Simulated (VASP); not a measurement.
A run of VASP 6.6.1:

INCAR

```
SYSTEM = CoO
PREC = Accurate
ENCUT = 600
EDIFF = 1E-6
ISMEAR = -1
SIGMA = 0.05
LREAL = .False.
LASPH = .True.
NELM = 200
ALGO = Normal
ISIF = 2
LWAVE = .False.
LCHARG = .False.
ISPIN = 2
MAGMOM = 2 0
LORBIT = 11
LMAXMIX = 4
GGA = PS
NBANDS = 22
GGA_COMPAT = .False.
```

KPOINTS

```
regular mesh
0
Gamma
  10 10 10
  0 0 0
```

File POSCAR:

```
CoO
1.0
    1.6022198417      0.9250420569      2.5664708903
   -1.6022198417      0.9250420569      2.5664708903
    0.0000000000     -1.8500841138      2.5664708903
Co O
1 1
Direct
    0.9989783200      0.9989783200      0.9989783200
    0.7510210300      0.7510210300      0.7510210300
```

Potentials or basis: VASP PAW PBE potentials, release 64 (Co_sv, O).

Run with:

```bash
$ cat potpaw_PBE.64/Co_sv/POTCAR potpaw_PBE.64/O/POTCAR > POTCAR
$ mpirun -np 1 vasp_std > vasp.out
```

Hardware: 1 thread of Intel(R) Xeon(R) 6975P-C (Granite Rapids), on a shared host.

**Question.** Estimate the wall time of this run.

**Answer.** It took 89 s on 1 thread of Intel(R) Xeon(R) 6975P-C (Granite Rapids) (shared host), peak memory 0.24 GiB. Counts: scf iterations 16, k points 116.
